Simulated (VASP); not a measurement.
A run of VASP 6.6.1 is set up as follows.

File INCAR:

```
SYSTEM = LiCl
PREC = Accurate
ENCUT = 750
EDIFF = 1E-6
ISMEAR = 0
SIGMA = 0.01
LREAL = .False.
LASPH = .True.
NELM = 120
ALGO = Normal
ISIF = 2
LWAVE = .False.
LCHARG = .False.
NBANDS = 12
GGA_COMPAT = .False.
```

Contents of KPOINTS:

```
Automatic mesh
0
Gamma
  6 6 6
  0 0 0
```

File POSCAR:

```
LiCl
1.0
    0.0000000000      2.5432162919      2.5432162919
    2.5432162919      0.0000000000      2.5432162919
    2.5432162919      2.5432162919      0.0000000000
Li Cl
1 1
Direct
    0.0000000000      0.0000000000      0.0000000000
    0.5000000000      0.5000000000      0.5000000000
```

Potentials or basis: VASP PAW LDA potentials, release 64 (Li_sv, Cl).

Launch:

```bash
$ cat potpaw_LDA.64/Li_sv/POTCAR potpaw_LDA.64/Cl/POTCAR > POTCAR
$ mpirun -np 1 vasp_std > vasp.out
```

(1) Estimate the band gap on the k mesh.

(2) Estimate the pressure.

Results:

(1) 6.15 eV, direct.

(2) -2.6 GPa.
